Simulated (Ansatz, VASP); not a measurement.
## Si8GeO16: VASP beside Ansatz

```
Si O Ge
1.0
    -4.19290   -4.19290    0.00000
     4.19290   -4.19290    0.00000
     0.00000    0.00000    5.34080
Si O Ge
8 16 1
Cartesian
  -0.1342 -4.1728 -0.0118
  2.1913 -2.2237 1.2971
  -0.1313 -4.4150 2.5184
  2.1518 -2.2037 4.0068
  0.0839 0.0490 0.0381
  -2.1193 -2.0445 1.3128
  0.0904 0.1872 2.7186
  -2.2433 -1.9892 4.1038
  1.2608 -2.9883 0.0703
  0.8332 -0.8533 1.4163
  -1.3194 -5.5362 -0.0101
  3.5862 -3.3152 1.3023
  1.8516 -3.3208 2.4779
  0.9567 -0.4512 4.0746
  -1.3272 -5.5133 2.6699
  3.4274 -3.3206 4.0762
  -3.0245 -2.7336 0.0589
  0.7222 -5.0407 1.2599
  -1.2947 -1.1684 0.0305
  -1.0807 -3.4728 1.2116
  -2.9260 -2.7481 2.6824
  0.7027 -4.9662 4.0088
  -1.2949 -1.2228 2.7088
  -1.1341 -3.3274 4.2635
  0.1816 -2.4400 3.1149
```

Alike in both runs: functional PBE; k mesh 2 × 2 × 2; occupations fermi-dirac, width 0.02 eV; no spin polarisation.

Ansatz relaxed the structure, and its values are those at the end. VASP's run is a single point on that final structure, the one shown.

|  | VASP | Ansatz |
| --- | --- | --- |
| version | VASP 6.6.1 | Ansatz 0.2.0 |
| potentials or method | VASP PAW PBE potentials, release 64 (Si, O, Ge_d), cutoff 520 eV | scalar-relativistic, plane waves, PAW |
| valence electrons in the cell | 142 | 142 |

|  | VASP | Ansatz | Ansatz less VASP |
| --- | --- | --- | --- |
| rms of the force components (eV/Å) | 0.039 | 0.033 | -0.0060 |

The functional is the same, so the differences come from potentials, cutoffs and numerics.

The k mesh is coarse, so the values compare programs but aren't converged.
